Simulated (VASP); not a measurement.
# PtSe (Fm-3m) in VASP: a series of runs, part 2 of 2

VASP 6.6.1. The steps go on from the part before.

## 4. Single point, PBEsol-based global hybrid with 25 % exact exchange

This run uses another cell than the first one, of 21.91 Å³/atom.

Input file POSCAR:

```
PtSe
1.0
    0.0000000000      2.7984111300      2.7984111300
    2.7984111300      0.0000000000      2.7984111300
    2.7984111300      2.7984111300      0.0000000000
Pt Se
1 1
Direct
    0.5000000000      0.5000000000      0.5000000000
    0.0000000000      0.0000000000      0.0000000000
```

Input file INCAR.step1:

```
SYSTEM = PtSe
  ALGO = Normal
  EDIFF = 1E-5
  ENCUT = 520
  GGA = PE
  ISIF = 2
  ISMEAR = -1
  LASPH = .True.
  LREAL = .False.
  LWAVE = .True.
  NBANDS = 15
  NELM = 100
  PREC = Accurate
  SIGMA = 0.05
```

Input file INCAR.step2:

```
SYSTEM = PtSe
  AEXX = 0.25
  ALGO = Normal
  EDIFF = 1E-7
  ENCUT = 520
  GGA = PS
  ISIF = 2
  ISMEAR = -1
  ISTART = 1
  LASPH = .True.
  LCHARG = .True.
  LELF = .True.
  LHFCALC = .True.
  LREAL = .False.
  LVHAR = .True.
  LWAVE = .False.
  NBANDS = 15
  NELM = 100
  PREC = Accurate
  PRECFOCK = Normal
  SIGMA = 0.05
```

Input file KPOINTS:

```
k-points
0
Gamma
  4 4 4
  0 0 0
```

The run is started by

```console
> cat potpaw_PBE.64/Pt/POTCAR potpaw_PBE.64/Se/POTCAR > POTCAR
> cp INCAR.step1 INCAR
> mpirun -np 1 vasp_std > vasp.out
> cp INCAR.step2 INCAR
> mpirun -np 1 vasp_std > vasp.out
```

Wall time 9.7 min (1 thread of Intel Xeon 8259CL, shared host); peak memory 0.19 GiB.

It converged, with:

| Property | Result |
| --- | --- |
| Free energy | -12.5117 eV |
| Pressure | -19.4 GPa |
| Band gap on the k mesh | zero (bands 8 and 9 overlap by 4.66 eV) |

Levels at points of the mesh, in eV from the Fermi level:
```
           k point  band 4  band 5  band 6  band 7  band 8  band 9  band 10  band 11  band 12  band 13
(0.00, 0.00, 0.00)   -3.56   -3.05   -3.05   -1.72   -1.72   -1.72     1.34    11.14    12.00    12.00
(0.50, 0.00, 0.00)   -5.43   -2.78   -2.78   -2.35    2.94    2.94     4.29     7.34     7.34     8.54
(0.50, 0.50, 0.00)   -3.24   -3.24   -2.64   -2.56   -2.56   -1.64     0.81     8.99    11.58    13.41
```

Caveat: the k points lie up to 0.49 Å⁻¹ apart, too coarse for converged energies and pressures of a metal; the PAW data sets were made with another functional, which shifts forces and pressure a little; spin-orbit coupling is left out, which moves the levels of the heavy elements.

## 5. Relaxation of cell and atoms, PBEsol-based global hybrid with 25 % exact exchange

This run uses another cell than the first one, of 21.91 Å³/atom.

POSCAR is that of step 4.

Input file INCAR.step1:

```
SYSTEM = PtSe
PREC = Accurate ; ENCUT = 600
EDIFF = 1E-5 ; ISMEAR = -1
SIGMA = 0.05 ; LREAL = .False.
LASPH = .True. ; NELM = 60
ALGO = Normal ; LWAVE = .True.
LCHARG = .False. ; GGA = PE
NBANDS = 15
```

Input file INCAR.step2:

```
SYSTEM = PtSe
PREC = Accurate ; ENCUT = 600
EDIFF = 1E-6 ; ISMEAR = -1
SIGMA = 0.05 ; LREAL = .False.
LASPH = .True. ; NELM = 60
ALGO = Normal ; ISIF = 3
LWAVE = .False. ; LCHARG = .False.
GGA = PS ; LHFCALC = .True.
AEXX = 0.25 ; PRECFOCK = Normal
IBRION = 2 ; NSW = 60
EDIFFG = -0.01 ; ISTART = 1
```

Input file KPOINTS:

```
Automatic mesh
0
Gamma
  4 4 4
  0 0 0
```

Potentials or basis: VASP PAW PBE potentials, release 64 (Pt, Se).

The run is started by

```console
> cat potpaw_PBE.64/Pt/POTCAR potpaw_PBE.64/Se/POTCAR > POTCAR
> cp INCAR.step1 INCAR
> mpirun -np 1 vasp_std > vasp.out
> cp INCAR.step2 INCAR
> mpirun -np 1 vasp_std > vasp.out
```

OUTCAR:

```text
SYSTEM = PtSe
   PREC = Accurate
   ENCUT = 600
   EDIFF = 1E-6
   ISMEAR = -1
   LREAL = .False.
   LASPH = .True.
   NELM = 60
   ISIF = 3
   GGA = PS
   LHFCALC = .True.
   AEXX = 0.25
   PRECFOCK = Normal
   IBRION = 2
   NSW = 60
   EDIFFG = -0.01
   ISTART = 1

 ion  position               nearest neighbor table
   1  0.500  0.500  0.500-   2 2.80   2 2.80   2 2.80   2 2.80   2 2.80   2 2.80
   2  0.000  0.000  0.000-   1 2.80   1 2.80   1 2.80   1 2.80   1 2.80   1 2.80

  LATTYP: Found a face centered cubic cell.
 ALAT       =     5.5968222600

  Lattice vectors:

 A1 = (   0.0000000000,   2.7984111300,   2.7984111300)
 A2 = (   2.7984111300,   0.0000000000,   2.7984111300)
 A3 = (   2.7984111300,   2.7984111300,   0.0000000000)

Analysis of symmetry for initial positions (statically):
=====================================================================
 Subroutine PRICEL returns:
 Original cell was already a primitive cell.

 Routine SETGRP: Setting up the symmetry group for a
 face centered cubic supercell.

 Subroutine GETGRP returns: Found 48 space group operations
 (whereof 48 operations were pure point group operations)
 out of a pool of 48 trial point group operations.

The static configuration has the point symmetry O_h .

Analysis of symmetry for dynamics (positions and initial velocities):
=====================================================================
 Subroutine PRICEL returns:
 Original cell was already a primitive cell.

 Routine SETGRP: Setting up the symmetry group for a
 face centered cubic supercell.

 Subroutine GETGRP returns: Found 48 space group operations
 (whereof 48 operations were pure point group operations)
 out of a pool of 48 trial point group operations.

The dynamic configuration has the point symmetry O_h .

 Subroutine INISYM returns: Found 48 space group operations
 (whereof 48 operations are pure point group operations),
 and found     1 'primitive' translations

----------------------------------------------------------------------------------------

                                     Primitive cell

  volume of cell :      43.8293

  direct lattice vectors                    reciprocal lattice vectors
     0.000000000  2.798411130  2.798411130    -0.178672817  0.178672817  0.178672817
     2.798411130  0.000000000  2.798411130     0.178672817 -0.178672817  0.178672817
     2.798411130  2.798411130  0.000000000     0.178672817  0.178672817 -0.178672817

  length of vectors
     3.957550973  3.957550973  3.957550973     0.309470397  0.309470397  0.309470397

  position of ions in fractional coordinates (direct lattice)
     0.500000000  0.500000000  0.500000000
     0.000000000  0.000000000  0.000000000

  ion indices of the primitive-cell ions
   primitive index   ion index
                 1           1
                 2           2

----------------------------------------------------------------------------------------

 KPOINTS: Automatic mesh

Automatic generation of k-mesh.
 Grid dimensions read from file:
 generate k-points for:    4    4    4

 Generating k-lattice:

  Cartesian coordinates                     Fractional coordinates (reciprocal lattice)
    -0.044668204  0.044668204  0.044668204     0.250000000  0.000000000  0.000000000
     0.044668204 -0.044668204  0.044668204     0.000000000  0.250000000  0.000000000
[... 36 lines left out ...]
   LNONCOLLINEAR =      F non collinear calculations
   LSORBIT =      F    spin-orbit coupling
   LASPH  =      T    aspherical Exc in radial PAW
   ENCUT  =  600.0 eV  44.10 Ry    6.64 a.u.   7.90  7.90  7.90*2*pi/ulx,y,z
   NELM   =     60;   NELMIN=  2; NELMDL=  0     # of ELM steps
   EDIFF  = 0.1E-05   stopping-criterion for ELM
   LREAL  =      F    real-space projection
   EDIFFG = -.1E-01   stopping-criterion for IOM
   NSW    =     60    number of steps for IOM
   IBRION =      2    ionic relax: 0-MD 1-quasi-New 2-CG
   NFREE  =      1    steps in history (QN), initial steepest desc. (CG)
   ISIF   =      3    stress and relaxation
   ISYM   =      3    0-nonsym 1-usesym 2-fastsym
   POTIM  = 0.5000    time-step for ionic-motion
   TEBEG  =    0.0;   TEEND  =   0.0 temperature during run
   PSTRESS=    0.0 pullay stress
   NELECT =      16.0000    total number of electrons
   NUPDOWN=      -1.0000    fix difference up-down
   EMIN   =  10.00;   EMAX   =-10.00  energy-range for DOS
   EFERMI =   0.00;   METHOD = LEGACY
   ISMEAR =    -1;   SIGMA  =   0.05  broadening in eV -4-tet -1-fermi 0-gaus
   EFERMI_NEDOS =   21; number of points for ismear=-14 and -15
   IALGO  =     38    algorithm
   IMIX   =      1    mixing-type and parameters
     AMIX     =   0.40;   BMIX     =  1.00
     AMIX_MAG =   1.60;   BMIX_MAG =  1.00
  volume/ion in A,a.u.               =      21.91       147.89
  Fermi-wavevector in a.u.,A,eV,Ry     =   1.170020  2.211017 18.625654  1.368947
  Thomas-Fermi vector in A             =   2.306485
   LORBIT       =      0    0 simple, 1 ext, 2 COOP (PROOUT), +10 PAW based schemes
   GGA     = PS    functional components
   LHFCALC =     T    Hartree Fock is set to
   PRECFOCK=normal    Normal, Fast or Accurate (Low or Medium for compatibility)
   ENCUT4O =  -1.0   cutoff for four orbital integrals eV
   NKREDX  =     1    reduce k-point grid by
   NKREDY  =     1    reduce k-point grid by
   NKREDZ  =     1    reduce k-point grid by
   AEXX    =    0.2500 exact exchange contribution
   HFSCREEN=    0.0000 screening length (either q_TF or 0.3 A-1)
   HFSCREENC=   0.0000 screening length for correlation (either q_TF or 0.3 A-1)
   ENCUTFOCK=  -1.0 apply spherical cutoff to Coloumb kernel
   IVDW    =     0    specifies the selected vdW correction
   LEPSILON=     F    determine dielectric tensor
   LRPA    =     F    only Hartree local field effects (RPA)
 conjugate gradient relaxation of ions
 non-spin polarized calculation
  energy-cutoff  :      600.00
  volume of cell :       43.83
 maximum number of plane-waves:      1476
  NGX = 24; NGY = 24; NGZ = 24

--------------------------------------- Ionic step        1  -------------------------------------------

 number of electron      15.9999999 magnetization

 Free energy of the ion-electron system (eV)
  ---------------------------------------------------
  ext. energy  EPLUGINS =         0.00000000
  ---------------------------------------------------
  free energy    TOTEN  =       -12.51178304 eV

  energy without entropy =      -12.49488157  energy(sigma->0) =      -12.50333230

------------------------ aborting loop because EDIFF is reached ----------------------------------------

  FORCE on cell =-STRESS in cart. coord.  units (eV):
  Direction    XX          YY          ZZ          XY          YZ          ZX
  --------------------------------------------------------------------------------------
  -------------------------------------------------------------------------------------
  Total       -5.3111945     -5.3111945     -5.3111945     -0.0000000      0.0000000     -0.0000000
  in kB     -194.1503745   -194.1503745   -194.1503745     -0.0000000      0.0000000     -0.0000000
  external PRESSURE =    -194.1503745 kB  Pullay stress =       0.0000000 kB
[... 23 lines left out ...]
--------------------------------------- Ionic step        2  -------------------------------------------

 number of electron      16.0000000 magnetization

 E-fermi :  10.9100     XC(G=0): -10.1140

 val. band max:       10.8294960988   @ k =   0.5000   0.2500   0.0000
 cond. band min:      11.9894003753   @ k =   0.5000   0.2500   0.0000
 fundamental gap:      1.1599042764
 Fermi energy:        10.9100282901

 k-point     1 :       0.0000    0.0000    0.0000
  band No.  band energies     occupation
      1      -8.7087      2.00000
      2       4.8739      2.00000
      3       4.8739      2.00000
      4       4.8739      2.00000
      5       5.4890      2.00000
      6       5.4890      2.00000
      7       8.6261      2.00000
      8       8.6261      2.00000
      9       8.6261      2.00000
     10      15.3926      0.00000
     11      21.0325      0.00000
     12      25.0182      0.00000
[... 282 lines left out ...]
--------------------------------------- Ionic step        7  -------------------------------------------

 number of electron      15.9999999 magnetization

 Free energy of the ion-electron system (eV)
  ---------------------------------------------------
  ext. energy  EPLUGINS =         0.00000000
  ---------------------------------------------------
  free energy    TOTEN  =       -13.23913358 eV

  energy without entropy =      -13.22223736  energy(sigma->0) =      -13.23068547

 E-fermi :   7.9628     XC(G=0):  -9.3885

 val. band max:        7.8823377199   @ k =   0.5000   0.2500   0.0000
 cond. band min:       8.7255750897   @ k =   0.5000   0.2500   0.0000
 fundamental gap:      0.8432373698
 Fermi energy:         7.9628095380

 k-point     1 :       0.0000    0.0000    0.0000
  band No.  band energies     occupation
      1      -9.7979      2.00000
      2       3.1085      2.00000
      3       3.1085      2.00000
      4       3.1085      2.00000
      5       3.6446      2.00000
      6       3.6446      2.00000
      7       5.9491      2.00000
      8       5.9491      2.00000
      9       5.9491      2.00000
     10      10.7704      0.00000
     11      18.6879      0.00000
     12      20.9889      0.00000
[... 132 lines left out ...]
  FREE ENERGIE OF THE ION-ELECTRON SYSTEM (eV)
  ---------------------------------------------------
  free  energy   TOTEN  =       -13.2391335793 eV

  energy  without entropy=      -13.2222373622  energy(sigma->0) =      -13.23068547

 reached required accuracy - stopping structural energy minimisation
```

Run time: 58 min. Hardware: 1 thread of Intel Xeon 8259CL, shared host; peak memory 0.22 GiB.

What came out:

```yaml
Free_energy: -13.2391 eV
Relaxed_volume: 17.38 Å³/atom
Relaxed_cell: a = 3.663 Å, b = 3.663 Å, c = 3.663 Å, α = 60.00°, β = 60.00°, γ = 60.00°
Space_group_after_relaxing_to_0.1_Å: Fm-3m (No. 225)
Energy_gained_by_relaxing: 363.7 meV/atom
Ionic_steps: 7
Pressure_after_relaxing: 0.0 GPa
Band_gap_on_the_k_mesh: zero (bands 8 and 9 overlap by 6.08 eV)
```

Step by step:
```csv
step,energy change (eV),largest force (eV/Å),pressure (GPa),volume (Å³)
1,0.0000,0.0000,-19.42,43.83
2,-0.0265,0.0000,47.09,29.05
3,-0.7264,0.0000,-1.16,35.02
4,-0.7273,0.0000,-0.32,34.83
5,-0.7272,0.0000,0.48,34.67
6,-0.7271,0.0000,-0.66,34.91
7,-0.7274,0.0000,-0.01,34.77
```

Final structure:
```
CELL_PARAMETERS angstrom
0.00000 2.59046 2.59046
2.59046 0.00000 2.59046
2.59046 2.59046 0.00000
ATOMIC_POSITIONS crystal
Pt 0.50000 0.50000 0.50000
Se 0.00000 0.00000 0.00000
```

Caveat: the k points lie up to 0.53 Å⁻¹ apart in the final cell, too coarse for converged energies and pressures of a metal; the volume moved by over 15 % at a fixed basis, so the end points are rough; the PAW data sets were made with another functional, which shifts forces and pressure a little; spin-orbit coupling is left out, which moves the levels of the heavy elements.

## 6. Single point, PBE0

This run uses another cell than the first one, of 18.35 Å³/atom.

Input file POSCAR:

```
PtSe
1.0
    0.0000000000      2.6378496262      2.6378496262
    2.6378496262      0.0000000000      2.6378496262
    2.6378496262      2.6378496262      0.0000000000
Pt Se
1 1
Direct
    0.5000000000      0.5000000000      0.5000000000
    0.0000000000      0.0000000000      0.0000000000
```

Input file INCAR.step1:

```
SYSTEM = PtSe
PREC = Accurate
ENCUT = 520
EDIFF = 1E-5
ISMEAR = -1
SIGMA = 0.05
LREAL = .False.
LASPH = .True.
NELM = 60
ALGO = Normal
ISIF = 2
LWAVE = .True.
NBANDS = 15
GGA = PE
```

Input file INCAR.step2:

```
SYSTEM = PtSe
PREC = Accurate
ENCUT = 520
EDIFF = 1E-6
ISMEAR = -1
SIGMA = 0.05
LREAL = .False.
LASPH = .True.
NELM = 60
ALGO = Normal
ISIF = 2
LWAVE = .False.
LCHARG = .True.
GGA = PE
LHFCALC = .True.
AEXX = 0.25
PRECFOCK = Normal
LELF = .True.
LVHAR = .True.
NBANDS = 15
ISTART = 1
```

KPOINTS is that of step 5.

Potentials or basis: VASP PAW PBE potentials, release 64 (Pt, Se).

The run is started by

```console
> cat potpaw_PBE.64/Pt/POTCAR potpaw_PBE.64/Se/POTCAR > POTCAR
> cp INCAR.step1 INCAR
> mpirun -np 1 vasp_std > vasp.out
> cp INCAR.step2 INCAR
> mpirun -np 1 vasp_std > vasp.out
```

It took 9.2 min on 1 thread of Intel Xeon Platinum 8375C at 2.90GHz (Ice Lake), shared host; peak memory 0.19 GiB.

Results (log left out):

```yaml
Free_energy: -12.3175 eV
Pressure: -3.7 GPa
Band_gap_on_the_k_mesh: zero (bands 8 and 9 overlap by 5.71 eV)
```

Levels at points of the mesh, in eV from the Fermi level:
| k point | band 6 | band 7 | band 8 | band 9 | band 10 | band 11 |
| --- | --- | --- | --- | --- | --- | --- |
| (0.00, 0.00, 0.00) | -4.01 | -1.95 | -1.95 | -1.95 | 2.46 | 10.94 |
| (0.50, 0.00, 0.00) | -3.47 | -2.86 | 3.75 | 3.75 | 4.24 | 7.30 |
| (0.50, 0.50, 0.00) | -3.57 | -3.17 | -3.17 | -1.62 | 0.94 | 9.53 |

Caveat: the k points lie up to 0.52 Å⁻¹ apart, too coarse for converged energies and pressures of a metal; the PAW data sets were made with another functional, which shifts forces and pressure a little; spin-orbit coupling is left out, which moves the levels of the heavy elements.

## 7. Overview

```csv
task,level,cell,cutoff (eV),gap on the mesh (eV),pressure (GPa)
single point,PBEsol-based global hybrid with 25 % exact exchange,"a = 3.694 Å, angles 60.0°, 2 atoms",520,none,-3.9
single point,PBE0,"a = 3.730 Å, angles 60.0°, 2 atoms",520,none,-3.7
single point,PBEsol-based global hybrid with 25 % exact exchange,"a = 3.958 Å, angles 60.0°, 2 atoms",520,none,-19.4
relaxation of cell and atoms,PBEsol-based global hybrid with 25 % exact exchange,"relaxed from a = 3.958 Å, angles 60.0°, 2 atoms",600,none,0.0
```

Alike in all rows: potentials or basis VASP PAW PBE potentials, release 64 (Pt, Se); no spin polarisation; k mesh 4 × 4 × 4; smearing fermi-dirac 0.05 eV.

Caveats: all runs use coarse meshes; the PAW data sets were made with another functional, which shifts forces and pressure a little; spin-orbit coupling is left out, which moves the levels of the heavy elements; the volume moved by over 15 % at a fixed basis, so the end points are rough (at least some runs).

Absolute energies hang on the potentials; compare differences alone.

The gap in the log of VASP goes by the Fermi energy; the results here count the filled bands.